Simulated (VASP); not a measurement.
Runs of VASP 6.6.1 on InSb3. The structure is that of space group R-3m (No. 166), or close to it. The cells are those of the table. 

```csv
cell,gap on the mesh (eV),pressure (GPa)
"a = 4.672 Å, angles 92.7°, 4 atoms",none,6.0
"a = 4.676 Å, angles 94.1°, 4 atoms",none,(a)
"a = 4.961 Å, angles 92.6°, 4 atoms",none,-3.6
"a = 4.672 Å, angles 87.2°, 4 atoms",none,6.1
"a = 4.676 Å, angles 85.8°, 4 atoms",none,(b)
"a = 4.964 Å, angles 86.0°, 4 atoms",none,-3.2
"a = 4.961 Å, angles 87.4°, 4 atoms",none,-3.5
```

Alike in all rows: task single point; level PBE; potentials or basis VASP PAW PBE potentials, release 64 (In_d, Sb); no spin polarisation; k mesh 8 × 8 × 8; cutoff (eV) 520; smearing gaussian 0.15 eV.

Task: Fill in the values left out.

Result: (a) 6.5; (b) 6.6.

Caveats: spin-orbit coupling is left out, which moves the levels of the heavy elements; the cell stands under pressure (at least some runs); the cell stands under tension (at least some runs).

A k mesh can miss the band edges, and the runs leave out spin-orbit coupling on In, Sb.

A gap of «none» marks levels without a gap at the run's occupations.
